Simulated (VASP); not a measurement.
**AlRu: single point with PBEsol**

The system is AlRu, a wire with vacuum.

```
Al Ru
1.0
    12.60000    0.00000    0.00000
     0.00000   13.50000    0.00000
     0.00000    0.00000    4.95874
Al Ru
6 6
Direct
  0.37187 0.32447 0.00390
  0.37187 0.67553 0.00390
  0.62656 0.50000 0.02566
  0.56216 0.32181 0.27123
  0.56216 0.67819 0.27123
  0.41637 0.50000 0.77139
  0.43274 0.50000 0.26749
  0.38062 0.34687 0.49889
  0.38062 0.65313 0.49889
  0.60210 0.50000 0.51219
  0.55002 0.35357 0.77095
  0.55002 0.64643 0.77095
```

```yaml
Program: VASP 6.6.1
Task: single point
Functional: PBEsol
Potentials_or_basis: VASP PAW PBE potentials, release 64 (Al, Ru_pv)
Cutoff: 520 eV
k_mesh: 1 × 1 × 11
Occupations: gaussian, width 0.05 eV
Spin: no spin polarisation
Dipole_correction: no
Further_INCAR_settings: ALGO = Normal; EDIFF = 1e-07; NBANDS = 63
```

```
Largest force          : 0.034 eV/Å
Band gap on the k mesh : zero (band 51 reaches -1.32 eV, above the bottom of band 52 at -1.54 eV)
```

Forces on the atoms (eV/Å):
```
Al  -0.002 -0.006 -0.003
Al  -0.002  0.006 -0.003
Al  -0.005  0.000  0.007
Al   0.005 -0.004  0.010
Al   0.005  0.004  0.010
Al   0.001  0.000 -0.003
Ru  -0.028  0.000 -0.018
Ru  -0.013 -0.012  0.015
Ru  -0.013  0.012  0.015
Ru   0.031  0.000 -0.010
Ru   0.011 -0.029 -0.011
Ru   0.011  0.029 -0.011
```

Levels at points of the mesh, in eV from the Fermi level:
```csv
k point,band 48,band 49,band 50,band 51,band 52,band 53,band 54,band 55
"(0.00, 0.00, 0.00)",-0.64,-0.41,-0.39,-0.35,-0.07,0.21,0.34,0.63
```

It took 12 min on 1 thread of Intel Xeon 6975P-C (shared host), peak memory 0.88 GiB.

Caveat: the PAW data sets were made with another functional, which shifts forces and pressure a little.
